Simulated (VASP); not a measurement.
# MgO2 (R-3m) in VASP: further runs

MgO2 is run at these levels: r2SCAN; tasks: single point.

Everything below comes from runs of VASP 6.6.1. Logs are shortened: lines on timing, memory, paths and dates and some standing lists are left out, and cuts for length are marked.

**1. The cell of the first run**

It takes space group R-3m (No. 166, trigonal). Conventional cell: a = 3.129 Å, b = 3.129 Å, c = 10.744 Å, α = 90.00°, β = 90.00°, γ = 120.00°. Within 2.8 Å of Mg (site symmetry -3m) lie 6 O at 2.08 Å. O (site symmetry 3m) has 1 O at 1.53 Å and 3 Mg at 2.08 Å within 2.1 Å.

**2. Single point, r2SCAN (strain -0.025 along x and y, +0.025 along z)**

The input, POSCAR:

```
MgO2
1.0
    1.5646419906      0.9033464745      3.5813283468
   -1.5646419906      0.9033464745      3.5813283468
    0.0000000000     -1.8066929489      3.5813283468
Mg O
1 2
Direct
    0.0000000000      0.0000000000      0.0000000000
    0.4287860000      0.4287860000      0.4287860000
    0.5712140000      0.5712140000      0.5712140000
```

The input, INCAR.step1:

```
PREC     = Accurate       # precision mode
ENCUT    = 520            # plane-wave cutoff, eV
ISMEAR   = 0              # smearing method
SIGMA    = 0.05           # smearing width, eV
LREAL    = F              # projectors in reciprocal space
LASPH    = T              # aspherical terms in the spheres
NELM     = 60             # most SCF steps
NBANDS   = 14             # bands
GGA      = PE             # functional
ALGO     = Normal         # electronic algorithm
EDIFF    = 1E-4           # SCF threshold, eV
LWAVE    = T              # write WAVECAR
LCHARG   = F              # write CHGCAR
```

The input, INCAR.step2:

```
PREC     = Accurate       # precision mode
ENCUT    = 520            # plane-wave cutoff, eV
EDIFF    = 1E-7           # SCF threshold, eV
ISMEAR   = 0              # smearing method
SIGMA    = 0.05           # smearing width, eV
LREAL    = F              # projectors in reciprocal space
LASPH    = T              # aspherical terms in the spheres
NELM     = 60             # most SCF steps
ALGO     = Normal         # electronic algorithm
ISIF     = 2              # what is computed and relaxed
LWAVE    = F              # write WAVECAR
LCHARG   = T              # write CHGCAR
METAGGA  = R2SCAN         # meta-GGA
LMIXTAU  = T            
LELF     = T              # ELF
LVHAR    = T            
NBANDS   = 14             # bands
ISTART   = 1
```

The input, KPOINTS:

```
regular mesh
0
Gamma
  12 12 12
```

Potentials or basis: VASP PAW PBE potentials, release 64 (Mg, O).

Started as:

```
cat potpaw_PBE.64/Mg/POTCAR potpaw_PBE.64/O/POTCAR > POTCAR
cp INCAR.step1 INCAR
mpirun -np 1 vasp_std > vasp.out
cp INCAR.step2 INCAR
mpirun -np 1 vasp_std > vasp.out
```

OUTCAR:

```text
PREC = Accurate
   ENCUT = 520
   EDIFF = 1E-7
   ISMEAR = 0
   LREAL = F
   LASPH = T
   NELM = 60
   ISIF = 2
   METAGGA = R2SCAN
   ISTART = 1

 ion  position               nearest neighbor table
   1  0.000  0.000  0.000-   3 2.08   3 2.08   2 2.08   2 2.08   3 2.08   2 2.08
   2  0.429  0.429  0.429-   3 1.53   1 2.08   1 2.08   1 2.08
   3  0.571  0.571  0.571-   2 1.53   1 2.08   1 2.08   1 2.08

  LATTYP: Found a trigonal (rhomboedric) cell.
 ALAT       =     4.0112407232
 COS(alpha) =     0.6956996115

  Lattice vectors:

 A1 = (   1.5646419906,   0.9033464745,   3.5813283468)
 A2 = (  -1.5646419906,   0.9033464745,   3.5813283468)
 A3 = (   0.0000000000,  -1.8066929489,   3.5813283468)

Analysis of symmetry for initial positions (statically):
=====================================================================
 Subroutine PRICEL returns:
 Original cell was already a primitive cell.

 Routine SETGRP: Setting up the symmetry group for a
 trigonal (rhombohedral) supercell.

 Subroutine GETGRP returns: Found 12 space group operations
 (whereof 12 operations were pure point group operations)
 out of a pool of 12 trial point group operations.

The static configuration has the point symmetry D_3d.

Analysis of symmetry for dynamics (positions and initial velocities):
=====================================================================
 Subroutine PRICEL returns:
 Original cell was already a primitive cell.

 Routine SETGRP: Setting up the symmetry group for a
 trigonal (rhombohedral) supercell.

 Subroutine GETGRP returns: Found 12 space group operations
 (whereof 12 operations were pure point group operations)
 out of a pool of 12 trial point group operations.

The dynamic configuration has the point symmetry D_3d.

 Subroutine INISYM returns: Found 12 space group operations
 (whereof 12 operations are pure point group operations),
 and found     1 'primitive' translations

----------------------------------------------------------------------------------------

                                     Primitive cell

  volume of cell :      30.3714

  direct lattice vectors                    reciprocal lattice vectors
     1.564641991  0.903346475  3.581328347     0.319561921  0.184499161  0.093075334
    -1.564641991  0.903346475  3.581328347    -0.319561921  0.184499161  0.093075334
[... 98 lines left out ...]
   NELECT =      14.0000    total number of electrons
   NUPDOWN=      -1.0000    fix difference up-down
   EMIN   =  10.00;   EMAX   =-10.00  energy-range for DOS
   EFERMI =   0.00;   METHOD = LEGACY
   ISMEAR =     0;   SIGMA  =   0.05  broadening in eV -4-tet -1-fermi 0-gaus
   EFERMI_NEDOS =   21; number of points for ismear=-14 and -15
   IALGO  =     38    algorithm
   IMIX   =      4    mixing-type and parameters
     AMIX     =   0.40;   BMIX     =  1.00
     AMIX_MAG =   1.60;   BMIX_MAG =  1.00
  volume/ion in A,a.u.               =      10.12        68.32
  Fermi-wavevector in a.u.,A,eV,Ry     =   1.264627  2.389799 21.759560  1.599283
  Thomas-Fermi vector in A             =   2.397923
   LORBIT       =      0    0 simple, 1 ext, 2 COOP (PROOUT), +10 PAW based schemes
   METAGGA = R2SCAN    functional components
   LHFCALC =     F    Hartree Fock is set to
   AEXX    =    0.0000 exact exchange contribution
   IVDW    =     0    specifies the selected vdW correction
   LEPSILON=     F    determine dielectric tensor
   LRPA    =     F    only Hartree local field effects (RPA)
 non-spin polarized calculation
 Gauss-broadening in eV      SIGMA  =   0.05
  energy-cutoff  :      520.00
  volume of cell :       30.37
 maximum number of plane-waves:       830
 NGX is ok and might be reduce to    30
   NGX = 15   NGY = 15   NGZ = 15

 number of electron      14.0000001 magnetization

 Free energy of the ion-electron system (eV)
  ---------------------------------------------------
  ext. energy  EPLUGINS =         0.00000000
  ---------------------------------------------------
  free energy    TOTEN  =       -21.51904571 eV

  energy without entropy =      -21.51904571  energy(sigma->0) =      -21.51904571

 E-fermi :   2.4171     XC(G=0): -10.9083

 val. band max:        2.1972462895   @ k =   0.5000   0.5000   0.5000
 cond. band min:       4.5162817398   @ k =   0.5000   0.5000   0.5000
 fundamental gap:      2.3190354503
 Fermi energy:         2.4171179145

 k-point     1 :       0.0000    0.0000    0.0000
  band No.  band energies     occupation
      1     -19.6916      2.00000
      2     -13.4681      2.00000
      3      -5.2511      2.00000
      4      -0.8452      2.00000
      5      -0.8452      2.00000
      6       1.4206      2.00000
      7       1.4206      2.00000
      8       7.3329      0.00000
      9       8.1316      0.00000
     10      15.2741      0.00000
     11      17.2100      0.00000
     12      18.7940      0.00000
     13      18.7940      0.00000
     14      20.7606      0.00000
[... 377 lines left out ...]
      1     -19.0643      2.00000
      2     -13.7296      2.00000
      3      -4.2313      2.00000
      4      -3.3631      2.00000
      5      -1.6874      2.00000
      6       0.7157      2.00000
      7       0.8693      2.00000
      8       6.5178      0.00000
      9      12.9746      0.00000
     10      14.2232      0.00000
     11      16.2236      0.00000
     12      17.6159      0.00000
     13      17.9762      0.00000
     14      21.3797      0.00000

 [... further k-points ...]

------------------------ aborting loop because EDIFF is reached ----------------------------------------

  FORCE on cell =-STRESS in cart. coord.  units (eV):
  Direction    XX          YY          ZZ          XY          YZ          ZX
  --------------------------------------------------------------------------------------
  -------------------------------------------------------------------------------------
  Total        0.2251188      0.2251188     -3.3013887      0.0000000     -0.0000000      0.0000000
  in kB       11.8756575     11.8756575   -174.1576330      0.0000000     -0.0000000      0.0000000
  external PRESSURE =     -50.1354393 kB  Pullay stress =       0.0000000 kB

 VOLUME and BASIS-vectors are now :
 -----------------------------------------------------------------------------
  energy-cutoff  :      520.00
  volume of cell :       30.37
      direct lattice vectors                 reciprocal lattice vectors
     1.564641991  0.903346475  3.581328347     0.319561921  0.184499161  0.093075334
    -1.564641991  0.903346475  3.581328347    -0.319561921  0.184499161  0.093075334
     0.000000000 -1.806692949  3.581328347     0.000000000 -0.368998322  0.093075334

 POSITION                                       TOTAL-FORCE (eV/Angst)
 -----------------------------------------------------------------------------------
      0.00000      0.00000      0.00000         0.000000      0.000000     -0.000000
      0.00000      0.00000      4.60687        -0.000000      0.000000      0.858667
      0.00000      0.00000      6.13711        -0.000000     -0.000000     -0.858667
 -----------------------------------------------------------------------------------
    total drift:                                0.000000     -0.000000      0.000000

  FREE ENERGIE OF THE ION-ELECTRON SYSTEM (eV)
  ---------------------------------------------------
  free  energy   TOTEN  =       -21.5190457056 eV

  energy  without entropy=      -21.5190457056  energy(sigma->0) =      -21.51904571
```

OSZICAR.step1:

```text
N       E                     dE             d eps       ncg     rms          rms(c)
DAV:   1     0.472715647004E+02    0.47272E+02   -0.77167E+03  5860   0.920E+02
DAV:   2    -0.153738156019E+02   -0.62645E+02   -0.58355E+02  6994   0.196E+02
DAV:   3    -0.176274664376E+02   -0.22537E+01   -0.22462E+01  6204   0.356E+01
DAV:   4    -0.176360135074E+02   -0.85471E-02   -0.85468E-02  6336   0.253E+00
DAV:   5    -0.176360545318E+02   -0.41024E-04   -0.41024E-04  6330   0.166E-01    0.842E+00
DAV:   6    -0.164168509080E+02    0.12192E+01   -0.19153E+00  5514   0.118E+01    0.361E+00
DAV:   7    -0.163180455119E+02    0.98805E-01   -0.19045E-01  5742   0.373E+00    0.170E+00
DAV:   8    -0.163163323438E+02    0.17132E-02   -0.52659E-02  5376   0.219E+00    0.233E-01
DAV:   9    -0.163173079353E+02   -0.97559E-03   -0.10155E-02  6198   0.730E-01    0.910E-02
DAV:  10    -0.163174038397E+02   -0.95904E-04   -0.37265E-04  5838   0.188E-01
   1 F= -.16317404E+02 E0= -.16317404E+02  d E =-.404053E-15
```

Run time: 11 min. Hardware: 1 thread of Intel Xeon 8259CL, shared host; peak memory 0.23 GiB.

Results:

| Quantity | Value |
| --- | --- |
| Free energy | -21.5190 eV |
| Pressure | -5.0 GPa |
| Largest force | 0.859 eV/Å |
| Band gap on the k mesh | 2.32 eV |

Forces on the atoms (eV/Å):
```
Mg   0.000  0.000  0.000
O    0.000  0.000  0.859
O    0.000  0.000 -0.859
```

Caveat: the cell differs from its parent crystal (strain -0.025 along x and y, +0.025 along z); the cell stands under tension; the PAW data sets were made with another functional, which shifts forces and pressure a little.

[end of part 1 of 2]
